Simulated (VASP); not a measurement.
Write the native input for VASP 6.6.1 that does the following.

```yaml
Task: single point
Functional: r2SCAN
Potentials_or_basis: VASP PAW PBE potentials, release 64 (B_h, N_h)
Cutoff: 1460 eV
k_mesh: 12 × 12 × 12
Occupations: gaussian, width 0.05 eV
Spin: no spin polarisation
Dipole_correction: no
Further_INCAR_settings: ALGO = Normal; EDIFF = 1e-06; NBANDS = 11
```

Crystal: BN.

```xyz
2
Lattice="0.0000 1.8048 1.8860 1.8048 0.0000 1.8860 1.8048 1.8048 0.0000" Properties=species:S:1:pos:R:3 pbc="T T T"
B     0.0000    0.0000    0.0000
N     2.7072    2.7072    2.8290
```

This cell differs from its parent crystal: strain +0.0450 x Voigt [0, 0, 1, 0, 0, 0].

These files were run (other wordings do the same):

POSCAR

```
BN
1.0
    0.0000000000      1.8048137558      1.8860303748
    1.8048137558      0.0000000000      1.8860303748
    1.8048137558      1.8048137558      0.0000000000
B N
1 1
Direct
    0.0000000000      0.0000000000      0.0000000000
    0.7500000000      0.7500000000      0.7500000000
```

INCAR.step1

```
PREC     = Accurate       # precision mode
ENCUT    = 1460           # plane-wave cutoff, eV
ISMEAR   = 0              # smearing method
SIGMA    = 0.05           # smearing width, eV
LREAL    = False          # projectors in reciprocal space
LASPH    = True           # aspherical terms in the spheres
NELM     = 120            # most SCF steps
NBANDS   = 11             # bands
GGA      = PE             # functional
ALGO     = Normal         # electronic algorithm
EDIFF    = 1E-5           # SCF threshold, eV
LWAVE    = True           # write WAVECAR
LCHARG   = False          # write CHGCAR
GGA_COMPAT= False
```

INCAR.step2

```
PREC     = Accurate       # precision mode
ENCUT    = 1460           # plane-wave cutoff, eV
EDIFF    = 1E-6           # SCF threshold, eV
ISMEAR   = 0              # smearing method
SIGMA    = 0.05           # smearing width, eV
LREAL    = False          # projectors in reciprocal space
LASPH    = True           # aspherical terms in the spheres
NELM     = 120            # most SCF steps
ALGO     = Normal         # electronic algorithm
ISIF     = 2              # what is computed and relaxed
LWAVE    = False          # write WAVECAR
LCHARG   = False          # write CHGCAR
METAGGA  = R2SCAN         # meta-GGA
LMIXTAU  = True         
NBANDS   = 11             # bands
ISTART   = 1            
GGA_COMPAT= False
```

KPOINTS

```
regular mesh
0
Gamma
  12 12 12
```

Potentials or basis: VASP PAW PBE potentials, release 64 (B_h, N_h).

Command:

```bash
$ cat potpaw_PBE.64/B_h/POTCAR potpaw_PBE.64/N_h/POTCAR > POTCAR
$ cp INCAR.step1 INCAR
$ mpirun -np 1 vasp_std > vasp.out
$ cp INCAR.step2 INCAR
$ mpirun -np 1 vasp_std > vasp.out
```

Results of the run:

| Property | Result |
| --- | --- |
| Pressure | -16.3 GPa |
| Band gap on the k mesh | 4.55 eV (least direct gap 9.11 eV) |

Caveat: the cell differs from its parent crystal (strain +0.0450 x Voigt [0, 0, 1, 0, 0, 0]); the stress differs along the axes, from -36 to -7 GPa; the PAW data sets were made with another functional, which shifts forces and pressure a little.

Wall time 4.4 min on 1 thread of AMD EPYC 7R13 Processor (Zen 3) (shared host), peak memory 0.23 GiB.
